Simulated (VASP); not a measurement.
Wanted: the native input for a VASP 6.6.1 run.

```yaml
Task: single point
Functional: r2SCAN
Potentials_or_basis: VASP PAW PBE potentials, release 64 (Si, O)
Cutoff: 520 eV
k_mesh: 6 × 6 × 6
Occupations: gaussian, width 0.05 eV
Spin: no spin polarisation
Dipole_correction: no
Further_INCAR_settings: ALGO = Normal; EDIFF = 1e-06; NBANDS = 25
```

SiO2:

```
Si O
1.0
    -2.34958    2.34958    3.83918
     2.34958   -2.34958    3.83918
     2.34958    2.34958   -3.83918
Si O
2 4
Direct
  0.00000 0.00000 0.00000
  0.75000 0.25000 0.50000
  0.97317 0.62500 0.84817
  0.37500 0.22317 0.34817
  0.77683 0.12500 0.15183
  0.87500 0.02683 0.65183
```

This cell differs from its parent crystal: strain -0.050 along x and y, +0.050 along z.

One way to write it, as run:

POSCAR

```
SiO2
1.0
   -2.3495824127      2.3495824127      3.8391750711
    2.3495824127     -2.3495824127      3.8391750711
    2.3495824127      2.3495824127     -3.8391750711
Si O
2 4
Direct
    0.0000000000      0.0000000000      0.0000000000
    0.7500000000      0.2500000000      0.5000000000
    0.9731664718      0.6250000000      0.8481664718
    0.3750000000      0.2231664718      0.3481664718
    0.7768335282      0.1250000000      0.1518335282
    0.8750000000      0.0268335282      0.6518335282
```

INCAR.step1

```
SYSTEM = SiO2
PREC = Accurate ; ENCUT = 520
ISMEAR = 0 ; SIGMA = 0.05
LREAL = .False. ; LASPH = .True.
NELM = 60 ; NBANDS = 25
GGA = PE ; ALGO = Normal
EDIFF = 1E-4 ; LWAVE = .True.
LCHARG = .False.
```

INCAR.step2

```
SYSTEM = SiO2
PREC = Accurate ; ENCUT = 520
EDIFF = 1E-6 ; ISMEAR = 0
SIGMA = 0.05 ; LREAL = .False.
LASPH = .True. ; NELM = 60
ALGO = Normal ; ISIF = 2
LWAVE = .False. ; LCHARG = .False.
METAGGA = R2SCAN ; LMIXTAU = .True.
NBANDS = 25 ; ISTART = 1
```

KPOINTS

```
Automatic mesh
0
Gamma
  6 6 6
  0 0 0
```

Potentials or basis: VASP PAW PBE potentials, release 64 (Si, O).

Launch:

```console
$ cat potpaw_PBE.64/Si/POTCAR potpaw_PBE.64/O/POTCAR > POTCAR
$ cp INCAR.step1 INCAR
$ mpirun -np 1 vasp_std > vasp.out
$ cp INCAR.step2 INCAR
$ mpirun -np 1 vasp_std > vasp.out
```

Results of the run:

```
Pressure               : 9.5 GPa
Largest force          : 0.764 eV/Å
Band gap on the k mesh : 6.62 eV, direct
```

Caveat: the cell differs from its parent crystal (strain -0.050 along x and y, +0.050 along z); the PAW data sets were made with another functional, which shifts forces and pressure a little.

Run time: 3.8 min on 1 thread of Intel(R) Xeon(R) Platinum 8259CL CPU @ 2.50GHz (Skylake/Cascade Lake), on a shared host, peak memory 0.27 GiB.
